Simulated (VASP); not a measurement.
Write the native input for VASP 6.6.1 that does the following.

```
Task                   : single point
Functional             : PBE
Potentials or basis    : VASP PAW PBE potentials, release 64 (Pd)
Cutoff                 : 520 eV
k mesh                 : 19 × 19 × 19
Occupations            : fermi-dirac, width 0.08 eV
Spin                   : no spin polarisation
Dipole correction      : no
Further INCAR settings : ALGO = Normal; EDIFF = 1e-06; NBANDS = 11
```

The structure of Pd lies in POSCAR:

```
Pd
1.0
   -1.3596884804      1.3596884804      1.3596884804
    1.3596884804     -1.3596884804      1.3596884804
    1.3596884804      1.3596884804     -1.3596884804
Pd
1
Direct
    0.0000000000      0.0000000000      0.0000000000
```

This cell differs from its parent crystal: volume scaled by 0.65.

These files were run (other wordings do the same):

INCAR

```
PREC = Accurate
ENCUT = 520
EDIFF = 1E-6
ISMEAR = -1
SIGMA = 0.08
LREAL = F
LASPH = T
NELM = 100
ALGO = Normal
ISIF = 2
LWAVE = F
LCHARG = T
GGA = PE
LELF = T
LVHAR = T
NBANDS = 11
```

KPOINTS

```
Automatic mesh
0
Gamma
  19 19 19
```

Potentials or basis: VASP PAW PBE potentials, release 64 (Pd).

The run is started by

```bash
$ cat potpaw_PBE.64/Pd/POTCAR > POTCAR
$ mpirun -np 1 vasp_std > vasp.out
```

Results of the run:

- Pressure: 219.9 GPa
- Band gap on the k mesh: zero (band 5 reaches 19.03 eV, above the bottom of band 6 at 15.78 eV)

Wall time 17 s on 1 thread of Intel(R) Xeon(R) Platinum 8259CL CPU @ 2.50GHz (Skylake/Cascade Lake) (shared host), peak memory 0.14 GiB.
